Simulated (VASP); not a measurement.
# Si (Imma) in VASP: further runs

Si is run at these levels: LDA; tasks: single point.

Program: VASP 6.6.1. These are calculated values, not measurements. Logs are shortened: lines on timing, memory, paths and dates and some standing lists are left out, and cuts for length are marked.

## Step 1: The cell of the first run

It takes space group Imma (No. 74, orthorhombic). The conventional cell has a = 4.502 Å, b = 4.737 Å, c = 2.550 Å, α = 90.00°, β = 90.00°, γ = 90.00°. Si (site symmetry mm2) has 8 Si at 2.39 to 2.74 Å within 3.2 Å.

## Step 2: Single point, LDA

The input, INCAR:

```
ALGO = Normal
EDIFF = 1E-6
ENCUT = 520
ISIF = 2
ISMEAR = 0
LASPH = True
LCHARG = True
LELF = True
LREAL = False
LVHAR = True
LWAVE = False
NBANDS = 11
NELM = 60
PREC = Accurate
SIGMA = 0.25
```

The input, KPOINTS:

```
k-points
0
Gamma
  15 15 15
```

The input, POSCAR:

```
Si
1.0
   -2.2510000000      2.3685000000      1.2750000000
    2.2510000000     -2.3685000000      1.2750000000
    2.2510000000      2.3685000000     -1.2750000000
Si
2
Direct
    0.8070000000      0.0570000000      0.7500000000
    0.1930000000      0.9430000000      0.2500000000
```

Potentials or basis: VASP PAW LDA potentials, release 64 (Si).

Launch:

```bash
$ cat potpaw_LDA.64/Si/POTCAR > POTCAR
$ mpirun -np 1 vasp_std > vasp.out
```

OUTCAR:

```text
EDIFF = 1E-6
   ENCUT = 520
   ISIF = 2
   ISMEAR = 0
   LASPH = True
   LREAL = False
   NELM = 60
   PREC = Accurate

 ion  position               nearest neighbor table
   1  0.807  0.057  0.750-   2 2.39   2 2.39   2 2.46   2 2.46   2 2.74   2 2.74
   2  0.193  0.943  0.250-   1 2.39   1 2.39   1 2.46   1 2.46   1 2.74   1 2.74

  LATTYP: Found a body centered orthorhombic cell.
 ALAT       =     2.5500000000
 B/A-ratio  =     1.7654901961
 C/A-ratio  =     1.8576470588

  Lattice vectors:

 A1 = (   2.2510000000,  -2.3685000000,   1.2750000000)
 A2 = (  -2.2510000000,  -2.3685000000,  -1.2750000000)
 A3 = (   2.2510000000,   2.3685000000,  -1.2750000000)

Analysis of symmetry for initial positions (statically):
=====================================================================
 Subroutine PRICEL returns:
 Original cell was already a primitive cell.

 Routine SETGRP: Setting up the symmetry group for a
 body centered orthorhombic supercell.

 Subroutine GETGRP returns: Found  8 space group operations
 (whereof  4 operations were pure point group operations)
 out of a pool of  8 trial point group operations.

The static configuration has the point symmetry C_2h.
 The point group associated with its full space group is D_2h.

Analysis of symmetry for dynamics (positions and initial velocities):
=====================================================================
 Subroutine PRICEL returns:
 Original cell was already a primitive cell.

 Routine SETGRP: Setting up the symmetry group for a
 body centered orthorhombic supercell.

 Subroutine GETGRP returns: Found  8 space group operations
 (whereof  4 operations were pure point group operations)
 out of a pool of  8 trial point group operations.

The dynamic configuration has the point symmetry C_2h.
 The point group associated with its full space group is D_2h.

 Subroutine INISYM returns: Found  8 space group operations
 (whereof  4 operations are pure point group operations),
 and found     1 'primitive' translations

----------------------------------------------------------------------------------------

                                     Primitive cell

  volume of cell :      27.1906

  direct lattice vectors                    reciprocal lattice vectors
    -2.251000000  2.368500000  1.275000000     0.000000000  0.211104074  0.392156863
[... 93 lines left out ...]
   ISYM   =      2    0-nonsym 1-usesym 2-fastsym
   POTIM  = 0.5000    time-step for ionic-motion
   TEBEG  =    0.0;   TEEND  =   0.0 temperature during run
   PSTRESS=    0.0 pullay stress
   NELECT =       8.0000    total number of electrons
   NUPDOWN=      -1.0000    fix difference up-down
   EMIN   =  10.00;   EMAX   =-10.00  energy-range for DOS
   EFERMI =   0.00;   METHOD = LEGACY
   ISMEAR =     0;   SIGMA  =   0.25  broadening in eV -4-tet -1-fermi 0-gaus
   EFERMI_NEDOS =   21; number of points for ismear=-14 and -15
   IALGO  =     38    algorithm
   IMIX   =      4    mixing-type and parameters
     AMIX     =   0.40;   BMIX     =  1.00
     AMIX_MAG =   1.60;   BMIX_MAG =  1.00
  volume/ion in A,a.u.               =      13.60        91.75
  Fermi-wavevector in a.u.,A,eV,Ry     =   1.088843  2.057614 16.130773  1.185578
  Thomas-Fermi vector in A             =   2.225033
   LORBIT       =      0    0 simple, 1 ext, 2 COOP (PROOUT), +10 PAW based schemes
   GGA     = CA    functional components
   LHFCALC =     F    Hartree Fock is set to
   AEXX    =    0.0000 exact exchange contribution
   IVDW    =     0    specifies the selected vdW correction
   LEPSILON=     F    determine dielectric tensor
   LRPA    =     F    only Hartree local field effects (RPA)
 non-spin polarized calculation
 Gauss-broadening in eV      SIGMA  =   0.25
  energy-cutoff  :      520.00
  volume of cell :       27.19
 maximum number of plane-waves:       761
 NGX is ok and might be reduce to    28
   NGX = 13   NGY = 13   NGZ = 13

 number of electron       8.0000000 magnetization

 Free energy of the ion-electron system (eV)
  ---------------------------------------------------
  ext. energy  EPLUGINS =         0.00000000
  ---------------------------------------------------
  free energy    TOTEN  =       -11.42867360 eV

  energy without entropy =      -11.40721905  energy(sigma->0) =      -11.41794633

 E-fermi :  10.6613     XC(G=0): -11.4535

 val. band max:       10.6607174910   @ k =   0.4667   0.2667   0.0000
 cond. band min:      10.6636551358   @ k =  -0.2667   0.3333   0.2000
 fundamental gap:      0.0029376449
 Fermi energy:        10.6612821185

 k-point     1 :       0.0000    0.0000    0.0000
  band No.  band energies     occupation
      1      -4.0937      2.00000
      2       7.7073      2.00000
      3       8.1965      2.00000
      4       8.9681      2.00000
      5      11.7910      0.00000
      6      18.4398      0.00000
      7      19.7201      0.00000
      8      20.5830      0.00000
      9      21.1413      0.00000
     10      21.2804      0.00000
     11      22.6531      0.00000
[... 309 lines left out ...]
 k-point    24 :       0.0000    0.1333    0.0000
  band No.  band energies     occupation
      1      -3.5730      2.00000
      2       6.9266      2.00000
      3       7.8833      2.00000
      4      10.6295      1.14285
      5      13.0152      0.00000
      6      16.1915      0.00000
      7      17.0880      0.00000
      8      19.1806      0.00000
      9      19.3853      0.00000
     10      19.6995      0.00000
     11      20.8944      0.00000

 [... further k-points ...]

------------------------ aborting loop because EDIFF is reached ----------------------------------------

  FORCE on cell =-STRESS in cart. coord.  units (eV):
  Direction    XX          YY          ZZ          XY          YZ          ZX
  --------------------------------------------------------------------------------------
  -------------------------------------------------------------------------------------
  Total        1.5901514      2.1765756      1.8135813      0.0000000      0.0000000      0.0000000
  in kB       93.6979284    128.2523320    106.8632920      0.0000000      0.0000000      0.0000000
  external PRESSURE =     109.6045174 kB  Pullay stress =       0.0000000 kB

 VOLUME and BASIS-vectors are now :
 -----------------------------------------------------------------------------
  energy-cutoff  :      520.00
  volume of cell :       27.19
      direct lattice vectors                 reciprocal lattice vectors
    -2.251000000  2.368500000  1.275000000     0.000000000  0.211104074  0.392156863
     2.251000000 -2.368500000  1.275000000     0.222123501  0.000000000  0.392156863
     2.251000000  2.368500000 -1.275000000     0.222123501  0.211104074  0.000000000

 POSITION                                       TOTAL-FORCE (eV/Angst)
 -----------------------------------------------------------------------------------
      0.00000      3.55275      0.14535        -0.000000     -0.000000      0.016323
      2.25100     -1.18425      1.12965         0.000000      0.000000     -0.016323
 -----------------------------------------------------------------------------------
    total drift:                               -0.000000     -0.000000      0.000000

  FREE ENERGIE OF THE ION-ELECTRON SYSTEM (eV)
  ---------------------------------------------------
  free  energy   TOTEN  =       -11.4286736006 eV

  energy  without entropy=      -11.4072190546  energy(sigma->0) =      -11.41794633
```

OSZICAR:

```text
N       E                     dE             d eps       ncg     rms          rms(c)
DAV:   1     0.336471211058E+01    0.33647E+01   -0.34185E+03 11280   0.613E+02
DAV:   2    -0.110870691470E+02   -0.14452E+02   -0.13874E+02 14903   0.830E+01
DAV:   3    -0.114674218465E+02   -0.38035E+00   -0.37719E+00 14756   0.110E+01
DAV:   4    -0.114689529497E+02   -0.15311E-02   -0.15308E-02 13644   0.858E-01
DAV:   5    -0.114689594253E+02   -0.64756E-05   -0.64754E-05 14341   0.506E-02    0.506E+00
DAV:   6    -0.114436589403E+02    0.25300E-01   -0.45208E-03 13359   0.326E-01    0.293E+00
DAV:   7    -0.114287823421E+02    0.14877E-01   -0.92822E-03 12926   0.485E-01    0.191E-01
DAV:   8    -0.114286871302E+02    0.95212E-04   -0.77549E-04 13264   0.160E-01    0.448E-02
DAV:   9    -0.114286738345E+02    0.13296E-04   -0.19585E-05 14349   0.271E-02    0.247E-02
DAV:  10    -0.114286736006E+02    0.23388E-06   -0.19678E-06 11004   0.824E-03
   1 F= -.11428674E+02 E0= -.11417946E+02  d E =-.214545E-01
```

It took 51 s on 1 thread of Intel Xeon 6975P-C (Granite Rapids), shared host; peak memory 0.23 GiB.

What came out:

```
Free energy            : -11.4287 eV
Pressure               : 11.0 GPa
Largest force          : 0.016 eV/Å
Band gap on the k mesh : zero (band 4 reaches 13.43 eV, above the bottom of band 5 at 5.74 eV)
```

Forces on the atoms (eV/Å):
```
Si   0.000  0.000  0.016
Si   0.000  0.000 -0.016
```

## Step 3: Single point, LDA

The input, INCAR:

```
SYSTEM = Si
PREC     = Accurate       ! precision mode
ENCUT    = 520            ! plane-wave cutoff, eV
EDIFF    = 1E-6           ! SCF threshold, eV
ISMEAR   = 0              ! smearing method
SIGMA    = 0.15           ! smearing width, eV
LREAL    = .FALSE.        ! projectors in reciprocal space
LASPH    = .TRUE.         ! aspherical terms in the spheres
NELM     = 80             ! most SCF steps
ALGO     = Normal         ! electronic algorithm
ISIF     = 2              ! what is computed and relaxed
LWAVE    = .FALSE.        ! write WAVECAR
LCHARG   = .FALSE.        ! write CHGCAR
NBANDS   = 11             ! bands
```

The input, KPOINTS:

```
Automatic mesh
0
G
  15 15 15
  0 0 0
```

POSCAR is that of step 2.

Potentials or basis: VASP PAW LDA potentials, release 64 (Si).

Launch:

```bash
$ cat potpaw_LDA.64/Si/POTCAR > POTCAR
$ mpirun -np 1 vasp_std > vasp.out
```

OUTCAR:

```text
SYSTEM = Si
   PREC = Accurate
   ENCUT = 520
   EDIFF = 1E-6
   ISMEAR = 0
   LREAL = .FALSE.
   LASPH = .TRUE.
   NELM = 80
   ISIF = 2

 ion  position               nearest neighbor table
   1  0.807  0.057  0.750-   2 2.39   2 2.39   2 2.46   2 2.46   2 2.74   2 2.74
   2  0.193  0.943  0.250-   1 2.39   1 2.39   1 2.46   1 2.46   1 2.74   1 2.74

  LATTYP: Found a body centered orthorhombic cell.
 ALAT       =     2.5500000000
 B/A-ratio  =     1.7654901961
 C/A-ratio  =     1.8576470588

  Lattice vectors:

 A1 = (   2.2510000000,  -2.3685000000,   1.2750000000)
 A2 = (  -2.2510000000,  -2.3685000000,  -1.2750000000)
 A3 = (   2.2510000000,   2.3685000000,  -1.2750000000)

Analysis of symmetry for initial positions (statically):
=====================================================================
 Subroutine PRICEL returns:
 Original cell was already a primitive cell.

 Routine SETGRP: Setting up the symmetry group for a
 body centered orthorhombic supercell.

 Subroutine GETGRP returns: Found  8 space group operations
 (whereof  4 operations were pure point group operations)
 out of a pool of  8 trial point group operations.

The static configuration has the point symmetry C_2h.
 The point group associated with its full space group is D_2h.

Analysis of symmetry for dynamics (positions and initial velocities):
=====================================================================
 Subroutine PRICEL returns:
 Original cell was already a primitive cell.

 Routine SETGRP: Setting up the symmetry group for a
 body centered orthorhombic supercell.

 Subroutine GETGRP returns: Found  8 space group operations
 (whereof  4 operations were pure point group operations)
 out of a pool of  8 trial point group operations.

The dynamic configuration has the point symmetry C_2h.
 The point group associated with its full space group is D_2h.

 Subroutine INISYM returns: Found  8 space group operations
 (whereof  4 operations are pure point group operations),
 and found     1 'primitive' translations

----------------------------------------------------------------------------------------

                                     Primitive cell
[... 122 lines left out ...]
 non-spin polarized calculation
 Gauss-broadening in eV      SIGMA  =   0.15
  energy-cutoff  :      520.00
  volume of cell :       27.19
 maximum number of plane-waves:       761
 NGX is ok and might be reduce to    28
   NGX = 13   NGY = 13   NGZ = 13

 number of electron       8.0000000 magnetization

 Free energy of the ion-electron system (eV)
  ---------------------------------------------------
  ext. energy  EPLUGINS =         0.00000000
  ---------------------------------------------------
  free energy    TOTEN  =       -11.42193242 eV

  energy without entropy =      -11.41454993  energy(sigma->0) =      -11.41824117

 E-fermi :  10.6583     XC(G=0): -11.4535

 val. band max:       10.6476478038   @ k =   0.1333   0.4667   0.0000
 cond. band min:      10.6608003490   @ k =   0.4667   0.2667   0.0000
 fundamental gap:      0.0131525452
 Fermi energy:        10.6583240402

 k-point     1 :       0.0000    0.0000    0.0000
  band No.  band energies     occupation
      1      -4.0936      2.00000
      2       7.7073      2.00000
      3       8.1965      2.00000
      4       8.9685      2.00000
      5      11.7908      0.00000
      6      18.4399      0.00000
      7      19.7202      0.00000
      8      20.5833      0.00000
      9      21.1413      0.00000
     10      21.2807      0.00000
     11      22.6534      0.00000
[... 309 lines left out ...]
 k-point    24 :       0.0000    0.1333    0.0000
  band No.  band energies     occupation
      1      -3.5729      2.00000
      2       6.9268      2.00000
      3       7.8833      2.00000
      4      10.6298      1.21222
      5      13.0150      0.00000
      6      16.1916      0.00000
      7      17.0882      0.00000
      8      19.1807      0.00000
      9      19.3854      0.00000
     10      19.6995      0.00000
     11      20.8944      0.00000

 [... further k-points ...]

------------------------ aborting loop because EDIFF is reached ----------------------------------------

  FORCE on cell =-STRESS in cart. coord.  units (eV):
  Direction    XX          YY          ZZ          XY          YZ          ZX
  --------------------------------------------------------------------------------------
  -------------------------------------------------------------------------------------
  Total        1.5528732      2.1909965      1.8307121      0.0000000      0.0000000      0.0000000
  in kB       91.5013517    129.1020685    107.8727060      0.0000000      0.0000000      0.0000000
  external PRESSURE =     109.4920421 kB  Pullay stress =       0.0000000 kB

 VOLUME and BASIS-vectors are now :
 -----------------------------------------------------------------------------
  energy-cutoff  :      520.00
  volume of cell :       27.19
      direct lattice vectors                 reciprocal lattice vectors
    -2.251000000  2.368500000  1.275000000     0.000000000  0.211104074  0.392156863
     2.251000000 -2.368500000  1.275000000     0.222123501  0.000000000  0.392156863
     2.251000000  2.368500000 -1.275000000     0.222123501  0.211104074  0.000000000

 POSITION                                       TOTAL-FORCE (eV/Angst)
 -----------------------------------------------------------------------------------
      0.00000      3.55275      0.14535         0.000000     -0.000000      0.017557
      2.25100     -1.18425      1.12965        -0.000000      0.000000     -0.017557
 -----------------------------------------------------------------------------------
    total drift:                               -0.000000     -0.000000      0.000000

  FREE ENERGIE OF THE ION-ELECTRON SYSTEM (eV)
  ---------------------------------------------------
  free  energy   TOTEN  =       -11.4219324205 eV

  energy  without entropy=      -11.4145499267  energy(sigma->0) =      -11.41824117
```

stdout:

```text
POSCAR found type information on POSCAR Si
 POSCAR found :  1 types and       2 ions
 scaLAPACK will be used
 LDA part: xc-table for (Slater(with rela. corr.)+CA(PZ))
 , standard interpolation
 POSCAR, INCAR and KPOINTS ok, starting setup
 FFT: planning ... GRIDC
 FFT: planning ... GRID_SOFT
 FFT: planning ... GRID
 WAVECAR not read
 entering main loop
```

It took 51 s on 1 thread of Intel Xeon 6975P-C (Granite Rapids), shared host; peak memory 0.22 GiB.

What came out:

| Quantity | Value |
| --- | --- |
| Free energy | -11.4219 eV |
| Pressure | 10.9 GPa |
| Largest force | 0.018 eV/Å |
| Band gap on the k mesh | zero (band 4 reaches 13.43 eV, above the bottom of band 5 at 5.74 eV) |

Forces in eV/Å, atoms in the order of the input:
```
Si   0.000  0.000  0.018
Si   0.000  0.000 -0.018
```

Levels at points of the mesh, in eV from the Fermi level:
| k point | band 1 | band 2 | band 3 | band 4 | band 5 | band 6 | band 7 | band 8 |
| --- | --- | --- | --- | --- | --- | --- | --- | --- |
| (0.00, 0.00, 0.00) | -14.75 | -2.95 | -2.46 | -1.69 | 1.13 | 7.78 | 9.06 | 9.92 |
